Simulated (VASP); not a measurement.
A run of VASP 6.6.1:

Contents of INCAR:

```
SYSTEM = WS2
PREC     = Accurate       ! precision mode
ENCUT    = 520            ! plane-wave cutoff, eV
EDIFF    = 1E-7           ! SCF threshold, eV
ISMEAR   = 0              ! smearing method
SIGMA    = 0.05           ! smearing width, eV
LREAL    = .False.        ! projectors in reciprocal space
LASPH    = .True.         ! aspherical terms in the spheres
NELM     = 60             ! most SCF steps
ALGO     = Normal         ! electronic algorithm
ISIF     = 2              ! what is computed and relaxed
LWAVE    = .False.        ! write WAVECAR
LCHARG   = .True.         ! write CHGCAR
LDIPOL   = .True.       
IDIPOL   = 3            
DIPOL    = 0.5 0.5 0.394
GGA      = PE             ! functional
IVDW     = 12             ! dispersion correction
LELF     = .True.         ! ELF
LVHAR    = .True.       
LVACPOTAV= .True.       
NBANDS   = 35             ! bands
```

Contents of KPOINTS:

```
Automatic mesh
0
Gamma
  9 9 1
  0 0 0
```

The input POSCAR:

```
WS2
1.0
    3.1595456682      0.0000000000      0.0000000000
   -1.5797728341      2.7362468131      0.0000000000
    0.0000000000      0.0000000000     23.8042574330
S W
4 2
Direct
    0.3333333333      0.6666666667      0.1890418137
    0.3333333333      0.6666666667      0.3214605092
    0.3333333333      0.8333333333      0.4659724735
    0.3333333333      0.8333333333      0.5983911690
    0.6666666667      0.3333333333      0.2552511584
    0.0000000000      1.1666666667      0.5321818182
```

Potentials or basis: VASP PAW PBE potentials, release 64 (S, W_sv).

Launch:

```console
$ cat potpaw_PBE.64/S/POTCAR potpaw_PBE.64/W_sv/POTCAR > POTCAR
$ mpirun -np 1 vasp_std > vasp.out
```

Hardware: 1 thread of AMD EPYC 9R45 96-Core Processor (Zen 5), with other jobs on the host.

Problem. How long does it take, and how much memory?

Solution. It took 4.6 min on 1 thread of AMD EPYC 9R45 96-Core Processor (Zen 5), on a shared host, peak memory 0.42 GiB. Counts: scf iterations 25, k points 41.
